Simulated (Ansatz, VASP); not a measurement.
One calculation of CeO2, two programs

The input INCAR:

```
SYSTEM = CeO2
PREC = Accurate ; ENCUT = 600
EDIFF = 1E-6 ; ISMEAR = -1
SIGMA = 0.05 ; LREAL = .FALSE.
LASPH = .TRUE. ; NELM = 200
ALGO = Normal ; ISIF = 2
LWAVE = .FALSE. ; LCHARG = .TRUE.
GGA = PE ; LELF = .TRUE.
LVHAR = .TRUE. ; NBANDS = 19
GGA_COMPAT = .FALSE. ; LMAXMIX = 6
```

File KPOINTS:

```
Automatic mesh
0
G
  3 3 3
  0 0 0
```

Contents of POSCAR:

```
CeO2
1.0
    0.0000000000      2.6500000000      2.6500000000
    2.6500000000      0.0000000000      2.6500000000
    2.6500000000      2.6500000000      0.0000000000
Ce O
1 2
Direct
    0.0000000000      0.0000000000      0.0000000000
    0.2124213255      0.2124213255      0.2124213255
    0.7500000000      0.7500000000      0.7500000000
```

Input for Ansatz:

```yaml
crystal:
  atoms:
  - position: [0.0, 0.0, 0.0]
    symbol: Ce
  - position: [0.21242132545656048, 0.21242132545656048, 0.21242132545656048]
    symbol: O
  - position: [0.75, 0.75, 0.75]
    symbol: O
  lattice:
  - [0.0, 2.65, 2.65]
  - [2.65, 0.0, 2.65]
  - [2.65, 2.65, 0.0]
hamiltonian:
  dispersion: none
  pseudopotentials:
    kind: all_electron
    lapw:
      basis_error: 0.025 meV
      muffin_tin_radii: {Ce: 1.0372, O: 0.852}
    relativity: none
  xc: pbe
kpoints:
  mp_grid:
    grid: [3, 3, 3]
    shift: [0, 0, 0]
magnetization: {spin_polarized: false}
output: {forces: true, stress: true}
scf:
  convergence: {dr2_threshold: 1e-10 eV}
  lower_state_search: 'off'
  max_iter: 200
  occupations: {method: fermi_dirac, width: 0.05}
```

Alike in both runs: task single point; functional PBE; k mesh 3 × 3 × 3; occupations fermi-dirac, width 0.05 eV; no spin polarisation.

|  | VASP | Ansatz |
| --- | --- | --- |
| version | VASP 6.6.1 | Ansatz 0.2 development build |
| potentials or method | VASP PAW PBE potentials, release 64 (Ce, O), cutoff 600 eV | all-electron full-potential LAPW, non-relativistic |

Ansatz gave:

- pressure (GPa): 32.0
- traceless stress, the component that is largest in VASP (GPa): 2.31
- rms of the force components (eV/Å): 1.475

Problem. Which values does VASP return?

Solution. Pressure (GPa): 27.8; traceless stress, the component that is largest in VASP (GPa): 4.96; rms of the force components (eV/Å): 1.894.

Atom by atom the forces differ by 0.426 eV/Å (rms over components). Ansatz ran all-electron here, and VASP with PAW potentials.

The k mesh is coarse, so the values compare programs but aren't converged. Spin-orbit coupling is off throughout.
